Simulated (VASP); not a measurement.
A run of VASP 6.6.1:

The input INCAR:

```
ALGO = Normal
EDIFF = 1E-6
ENCUT = 500
GGA = RE
GGA_COMPAT = False
ISIF = 2
ISMEAR = -1
LASPH = True
LCHARG = False
LREAL = False
LWAVE = False
NBANDS = 20
NELM = 120
PREC = Accurate
SIGMA = 0.1
```

File KPOINTS:

```
k-points
0
Gamma
  9 9 5
```

File POSCAR:

```
AgRh
1.0
    2.7775882000      0.0000000000      0.0000000000
   -1.3887941000      2.4054619400      0.0000000000
    0.0000000000      0.0000000000      4.8086020000
Ag Rh
1 1
Direct
    0.0000000000      0.0000000000      0.5000000000
    0.6666666667      0.3333333333      0.0000000000
```

Potentials or basis: VASP PAW PBE potentials, release 64 (Ag, Rh_pv).

Run with:

```bash
$ cat potpaw_PBE.64/Ag/POTCAR potpaw_PBE.64/Rh_pv/POTCAR > POTCAR
$ mpirun -np 1 vasp_std > vasp.out
```

Hardware: 1 thread of Intel Xeon 8259CL, on a shared host.

Question: Estimate the wall time of this run.

Answer: Wall time 30 s on 1 thread of Intel Xeon 8259CL, with other jobs on the host, peak memory 0.15 GiB. Counts: scf iterations 13, k points 36.
